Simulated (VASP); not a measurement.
# Mg5NiS6 (P-3m1) in VASP: single point with r2SCAN

Aim: the single point of Mg5NiS6 with r2SCAN.

Program: VASP 6.6.1. These are calculated values, not measurements. Logs are shortened: lines on timing, memory, paths and dates and some standing lists are left out, and cuts for length are marked.

### Step 1. The cell of the first run

It takes space group P-3m1 (No. 164, trigonal). Conventional cell: a = 3.663 Å, b = 3.663 Å, c = 17.795 Å, α = 90.00°, β = 90.00°, γ = 120.00°. Within 3.4 Å of Mg (site symmetry 3m) lie 6 S at 2.60 to 2.62 Å. Within 3.4 Å of Mg (site symmetry 3m) lie 6 S at 2.60 Å. Mg (site symmetry -3m) has 6 S at 2.60 Å within 3.4 Å. Within 3.3 Å of Ni (site symmetry -3m) lie 6 S at 2.48 Å. Within 3.3 Å of S (site symmetry 3m) lie 3 Ni at 2.48 Å and 3 Mg at 2.62 Å. S (site symmetry 3m) has 6 Mg at 2.60 Å within 3.4 Å. Within 3.4 Å of S (site symmetry 3m) lie 6 Mg at 2.60 Å.

### Step 2. Single point, r2SCAN, collinear spin, ferromagnetic start

POSCAR

```
Mg5NiS6
1.0
    3.6633159667      0.0000000000      0.0000000000
   -1.8316579833      3.1725246892      0.0000000000
    0.0000000000      0.0000000000     17.7951148588
Mg Ni S
5 1 6
Direct
    0.3333333333      0.6666666667      0.8408825193
    0.6666666667      0.3333333333      0.6705094996
    0.0000000000      0.0000000000      0.5000000000
    0.3333333333      0.6666666667      0.3294905004
    0.6666666667      0.3333333333      0.1591174807
    0.0000000000      0.0000000000      0.0000000000
    0.6666666667      0.3333333333      0.9274251657
    0.3333333333      0.6666666667      0.0725748343
    0.0000000000      0.0000000000      0.7557015487
    0.3333333333      0.6666666667      0.5852336857
    0.6666666667      0.3333333333      0.4147663143
    0.0000000000      0.0000000000      0.2442984513
```

INCAR.step1

```
ALGO = Normal
EDIFF = 1E-5
ENCUT = 660
GGA = PE
GGA_COMPAT = F
ISMEAR = 0
ISPIN = 2
KPAR = 4
LASPH = T
LCHARG = F
LMAXMIX = 4
LREAL = F
LWAVE = T
MAGMOM = 0 0 0 0 0 2 0 0 0 0 0 0
NBANDS = 44
NELM = 200
PREC = Accurate
SIGMA = 0.02
```

INCAR.step2

```
ALGO = Normal
EDIFF = 1E-6
ENCUT = 660
GGA_COMPAT = F
ISIF = 2
ISMEAR = 0
ISPIN = 2
ISTART = 1
KPAR = 4
LASPH = T
LCHARG = F
LMAXMIX = 4
LMIXTAU = T
LORBIT = 11
LREAL = F
LWAVE = F
MAGMOM = 0 0 0 0 0 2 0 0 0 0 0 0
METAGGA = R2SCAN
NBANDS = 44
NELM = 200
PREC = Accurate
SIGMA = 0.02
```

KPOINTS

```
k-points
0
Gamma
  12 12 2
```

Potentials or basis: VASP PAW PBE potentials, release 64 (Mg, Ni, S).

Launch:

```console
cat potpaw_PBE.64/Mg/POTCAR potpaw_PBE.64/Ni/POTCAR potpaw_PBE.64/S/POTCAR > POTCAR
cp INCAR.step1 INCAR
mpirun -np 4 vasp_std > vasp.out
cp INCAR.step2 INCAR
mpirun -np 4 vasp_std > vasp.out
```

OUTCAR:

```text
EDIFF = 1E-6
   ENCUT = 660
   ISIF = 2
   ISMEAR = 0
   ISPIN = 2
   ISTART = 1
   LASPH = T
   LORBIT = 11
   LREAL = F
   METAGGA = R2SCAN
   NELM = 200
   PREC = Accurate

 ion  position               nearest neighbor table
   1  0.333  0.667  0.841-   9 2.60   9 2.60   9 2.60   7 2.62   7 2.62   7 2.62
   2  0.667  0.333  0.671-   9 2.60   9 2.60   9 2.60  10 2.60  10 2.60  10 2.60
   3  0.000  0.000  0.500-  10 2.60  11 2.60  10 2.60  11 2.60  11 2.60  10 2.60
   4  0.333  0.667  0.329-  12 2.60  12 2.60  12 2.60  11 2.60  11 2.60  11 2.60
   5  0.667  0.333  0.159-  12 2.60  12 2.60  12 2.60   8 2.62   8 2.62   8 2.62
   6  0.000  0.000  0.000-   7 2.48   8 2.48   8 2.48   7 2.48   7 2.48   8 2.48
   7  0.667  0.333  0.927-   6 2.48   6 2.48   6 2.48   1 2.62   1 2.62   1 2.62
   8  0.333  0.667  0.073-   6 2.48   6 2.48   6 2.48   5 2.62   5 2.62   5 2.62
   9  0.000  0.000  0.756-   1 2.60   1 2.60   1 2.60   2 2.60   2 2.60   2 2.60
  10  0.333  0.667  0.585-   3 2.60   3 2.60   3 2.60   2 2.60   2 2.60   2 2.60
  11  0.667  0.333  0.415-   3 2.60   3 2.60   3 2.60   4 2.60   4 2.60   4 2.60
  12  0.000  0.000  0.244-   5 2.60   5 2.60   5 2.60   4 2.60   4 2.60   4 2.60

  LATTYP: Found a hexagonal cell.
 ALAT       =     3.6633159667
 C/A-ratio  =     4.8576521983

  Lattice vectors:

 A1 = (   3.6633159667,   0.0000000000,   0.0000000000)
 A2 = (  -1.8316579833,   3.1725246892,   0.0000000000)
 A3 = (   0.0000000000,   0.0000000000,  17.7951148588)

Analysis of symmetry for initial positions (statically):
=====================================================================
 Subroutine PRICEL returns:
 Original cell was already a primitive cell.

 Routine SETGRP: Setting up the symmetry group for a
 hexagonal supercell.

 Subroutine GETGRP returns: Found 12 space group operations
 (whereof 12 operations were pure point group operations)
 out of a pool of 24 trial point group operations.

The static configuration has the point symmetry D_3d.

Analysis of symmetry for dynamics (positions and initial velocities):
=====================================================================
 Subroutine PRICEL returns:
 Original cell was already a primitive cell.

 Routine SETGRP: Setting up the symmetry group for a
 hexagonal supercell.

 Subroutine GETGRP returns: Found 12 space group operations
 (whereof 12 operations were pure point group operations)
 out of a pool of 24 trial point group operations.

The dynamic configuration has the point symmetry D_3d.

Analysis of structural, dynamic, and magnetic symmetry:
=====================================================================
 Subroutine PRICEL returns:
 Original cell was already a primitive cell.

 Routine SETGRP: Setting up the symmetry group for a
 hexagonal supercell.

 Subroutine GETGRP returns: Found 12 space group operations
 (whereof 12 operations were pure point group operations)
 out of a pool of 24 trial point group operations.

The overall configuration has the point symmetry D_3d.

 Subroutine INISYM returns: Found 12 space group operations
 (whereof 12 operations are pure point group operations),
 and found     1 'primitive' translations

----------------------------------------------------------------------------------------

                                     Primitive cell

  volume of cell :     206.8141

  direct lattice vectors                    reciprocal lattice vectors
     3.663315967  0.000000000  0.000000000     0.272976726  0.157603186  0.000000000
    -1.831657983  3.172524689  0.000000000     0.000000000  0.315206373  0.000000000
     0.000000000  0.000000000 17.795114859     0.000000000  0.000000000  0.056195198

  length of vectors
     3.663315967  3.663315967 17.795114859     0.315206373  0.315206373  0.056195198

  position of ions in fractional coordinates (direct lattice)
[... 91 lines left out ...]
   ISTART =      1    job   : 0-new  1-cont  2-samecut
   ICHARG =      0    charge: 1-file 2-atom 10-const
   ISPIN  =      2    spin polarized calculation?
   LNONCOLLINEAR =      F non collinear calculations
   LSORBIT =      F    spin-orbit coupling
   LASPH  =      T    aspherical Exc in radial PAW
   ENCUT  =  660.0 eV  48.51 Ry    6.96 a.u.   7.67  7.67 37.28*2*pi/ulx,y,z
   NELM   =    200;   NELMIN=  2; NELMDL=  0     # of ELM steps
   EDIFF  = 0.1E-05   stopping-criterion for ELM
   LREAL  =      F    real-space projection
   EDIFFG = 0.1E-04   stopping-criterion for IOM
   NSW    =      0    number of steps for IOM
   IBRION =     -1    ionic relax: 0-MD 1-quasi-New 2-CG
   NFREE  =      0    steps in history (QN), initial steepest desc. (CG)
   ISIF   =      2    stress and relaxation
   ISYM   =      2    0-nonsym 1-usesym 2-fastsym
   POTIM  = 0.5000    time-step for ionic-motion
   TEBEG  =    0.0;   TEEND  =   0.0 temperature during run
   PSTRESS=    0.0 pullay stress
   NELECT =      56.0000    total number of electrons
   NUPDOWN=      -1.0000    fix difference up-down
   EMIN   =  10.00;   EMAX   =-10.00  energy-range for DOS
   EFERMI =   0.00;   METHOD = LEGACY
   ISMEAR =     0;   SIGMA  =   0.02  broadening in eV -4-tet -1-fermi 0-gaus
   EFERMI_NEDOS =   21; number of points for ismear=-14 and -15
   IALGO  =     38    algorithm
   IMIX   =      4    mixing-type and parameters
     AMIX     =   0.40;   BMIX     =  1.00
     AMIX_MAG =   1.60;   BMIX_MAG =  1.00
  volume/ion in A,a.u.               =      17.23       116.30
  Fermi-wavevector in a.u.,A,eV,Ry     =   1.059117  2.001442 15.262059  1.121730
  Thomas-Fermi vector in A             =   2.194451
   LORBIT       =     11    0 simple, 1 ext, 2 COOP (PROOUT), +10 PAW based schemes
   METAGGA = R2SCAN    functional components
   LHFCALC =     F    Hartree Fock is set to
   AEXX    =    0.0000 exact exchange contribution
   IVDW    =     0    specifies the selected vdW correction
   LEPSILON=     F    determine dielectric tensor
   LRPA    =     F    only Hartree local field effects (RPA)
 spin polarized calculation
 Gauss-broadening in eV      SIGMA  =   0.02
  energy-cutoff  :      660.00
  volume of cell :      206.81
 maximum number of plane-waves:      8037
 NGX is ok and might be reduce to    32
   NGX = 15   NGY = 15   NGZ = 75

 number of electron      55.9999993 magnetization       1.9999999

 Free energy of the ion-electron system (eV)
  ---------------------------------------------------
  ext. energy  EPLUGINS =         0.00000000
  ---------------------------------------------------
  free energy    TOTEN  =       -98.06097852 eV

  energy without entropy =      -98.06097852  energy(sigma->0) =      -98.06097852

 E-fermi :   4.5246     XC(G=0): -10.3379

 val. band max:        4.4267988105   @ k =   0.0000   0.0000   0.5000
 cond. band min:       5.6427048901   @ k =   0.2500   0.2500   0.0000
 fundamental gap:      1.2159060796
 Fermi energy:         4.5246235722

 spin component 1

 k-point     1 :       0.0000    0.0000    0.0000
  band No.  band energies     occupation
      1      -9.6797      1.00000
      2      -9.2584      1.00000
      3      -9.1351      1.00000
      4      -8.5710      1.00000
      5      -8.4831      1.00000
      6      -8.0911      1.00000
[... 1021 lines left out ...]
     39      11.1148      0.00000
     40      11.8306      0.00000

 [... further k-points ...]

 spin component 2

 k-point     1 :       0.0000    0.0000    0.0000
  band No.  band energies     occupation
      1      -9.4931      1.00000
      2      -9.2201      1.00000
      3      -9.0928      1.00000
      4      -8.5438      1.00000
      5      -8.3792      1.00000
      6      -7.9307      1.00000
[... 1021 lines left out ...]
     39      11.2367      0.00000
     40      11.9072      0.00000

 [... further k-points ...]

 [bands above 40 left out]

------------------------ aborting loop because EDIFF is reached ----------------------------------------

  FORCE on cell =-STRESS in cart. coord.  units (eV):
  Direction    XX          YY          ZZ          XY          YZ          ZX
  --------------------------------------------------------------------------------------
  -------------------------------------------------------------------------------------
  Total       -1.8948046     -1.8948046     -1.2866416     -0.0000000      0.0000000      0.0000000
  in kB      -14.6789443    -14.6789443     -9.9675402     -0.0000000      0.0000000      0.0000000
  external PRESSURE =     -13.1084763 kB  Pullay stress =       0.0000000 kB

 VOLUME and BASIS-vectors are now :
 -----------------------------------------------------------------------------
  energy-cutoff  :      660.00
  volume of cell :      206.81
      direct lattice vectors                 reciprocal lattice vectors
     3.663315967  0.000000000  0.000000000     0.272976726  0.157603186  0.000000000
    -1.831657983  3.172524689  0.000000000     0.000000000  0.315206373  0.000000000
     0.000000000  0.000000000 17.795114859     0.000000000  0.000000000  0.056195198

 POSITION                                       TOTAL-FORCE (eV/Angst)
 -----------------------------------------------------------------------------------
     -0.00000      2.11502     14.96360         0.000000      0.000000     -0.043274
      1.83166      1.05751     11.93179         0.000000     -0.000000     -0.005600
      0.00000      0.00000      8.89756        -0.000000      0.000000     -0.000000
     -0.00000      2.11502      5.86332        -0.000000      0.000000      0.005600
      1.83166      1.05751      2.83151        -0.000000     -0.000000      0.043274
      0.00000      0.00000      0.00000        -0.000000      0.000000     -0.000000
      1.83166      1.05751     16.50364        -0.000000     -0.000000     -0.273959
     -0.00000      2.11502      1.29148         0.000000      0.000000      0.273959
      0.00000      0.00000     13.44780        -0.000000      0.000000      0.007015
     -0.00000      2.11502     10.41430        -0.000000      0.000000      0.002506
      1.83166      1.05751      7.38081         0.000000      0.000000     -0.002506
      0.00000      0.00000      4.34732        -0.000000      0.000000     -0.007015
 -----------------------------------------------------------------------------------
    total drift:                                0.000000     -0.000000      0.000000

  FREE ENERGIE OF THE ION-ELECTRON SYSTEM (eV)
  ---------------------------------------------------
  free  energy   TOTEN  =       -98.0609785243 eV

  energy  without entropy=      -98.0609785243  energy(sigma->0) =      -98.06097852

 total charge

# of ion       s       p       d       tot
------------------------------------------
    1        0.125   0.120   0.036   0.282
    2        0.124   0.123   0.037   0.284
    3        0.124   0.123   0.037   0.284
    4        0.124   0.123   0.037   0.284
    5        0.125   0.120   0.036   0.282
    6        0.340   0.365   8.177   8.882
    7        1.310   2.475   0.000   3.785
    8        1.310   2.475   0.000   3.785
    9        1.302   2.538   0.000   3.840
   10        1.301   2.540   0.000   3.841
   11        1.301   2.540   0.000   3.841
   12        1.302   2.538   0.000   3.840
--------------------------------------------------
tot          8.790  16.080   8.360  33.230

 magnetization (x)

# of ion       s       p       d       tot
------------------------------------------
    1        0.005   0.006   0.002   0.013
    2        0.000   0.000   0.000   0.000
    3        0.000   0.000   0.000   0.000
    4        0.000   0.000   0.000   0.000
    5        0.005   0.006   0.002   0.013
    6       -0.002  -0.006   1.444   1.436
    7        0.020   0.134   0.000   0.154
    8        0.020   0.134   0.000   0.154
    9        0.001   0.008   0.000   0.009
   10        0.000   0.001   0.000   0.001
   11        0.000   0.001   0.000   0.001
   12        0.001   0.008   0.000   0.009
--------------------------------------------------
tot          0.050   0.292   1.448   1.790
```

It took 14 min on 4 MPI ranks of Intel Xeon 6975P-C (Granite Rapids), shared host; peak memory 1.1 GiB.

What came out:

- Free energy: -98.0610 eV
- Pressure: -1.3 GPa
- Largest force: 0.274 eV/Å
- Band gap on the k mesh: 1.22 eV, indirect (least direct gap 1.57 eV)
- Net moment: 2.00 μB per cell
- Site moments: Mg +0.01, +0.00; Ni +1.44; S +0.15, +0.01, +0.00 μB
- Valence electrons inside the program's atomic spheres: Mg 0.28; Ni 8.88; S 3.79, 3.84

Forces in eV/Å, atoms in the order of the input:
```
Mg   0.000  0.000 -0.043
Mg   0.000  0.000 -0.006
Mg   0.000  0.000  0.000
Mg   0.000  0.000  0.006
Mg   0.000  0.000  0.043
Ni   0.000  0.000  0.000
S    0.000  0.000 -0.274
S    0.000  0.000  0.274
S    0.000  0.000  0.007
S    0.000  0.000  0.003
S    0.000  0.000 -0.003
S    0.000  0.000 -0.007
```

Levels at points of the mesh, in eV from the valence-band top:
Spin up:
```csv
k point,band 25,band 26,band 27,band 28,band 29,band 30,band 31,band 32,band 33,band 34
"(0.00, 0.00, 0.00)",-0.64,-0.64,-0.56,0.00,0.00,4.01,4.59,4.87,4.97,5.12
"(0.50, 0.00, 0.00)",-1.78,-1.62,-1.39,-0.35,-0.26,2.67,3.59,3.75,4.50,4.64
"(0.00, 0.00, 0.50)",-0.73,-0.68,-0.68,0.00,0.00,4.38,4.47,4.65,4.75,5.16
"(0.50, 0.00, 0.50)",-1.70,-1.64,-1.36,-0.40,-0.27,2.88,3.10,4.37,4.48,4.60
```
Spin down:
```csv
k point,band 25,band 26,band 27,band 28,band 29,band 30
"(0.00, 0.00, 0.00)",-0.53,-0.53,-0.41,1.97,1.97,4.08
"(0.50, 0.00, 0.00)",-1.36,-1.30,-1.20,1.84,1.90,2.79
"(0.00, 0.00, 0.50)",-0.66,-0.55,-0.55,1.97,1.97,4.41
"(0.50, 0.00, 0.50)",-1.35,-1.31,-1.26,1.84,1.89,3.09
```

Caveat: the PAW data sets were made with another functional, which shifts forces and pressure a little; a cell with one magnetic atom can't hold antiferromagnetic order, which such compounds often take. r2SCAN opens gaps a little over a GGA but as a rule still falls short of measured ones.
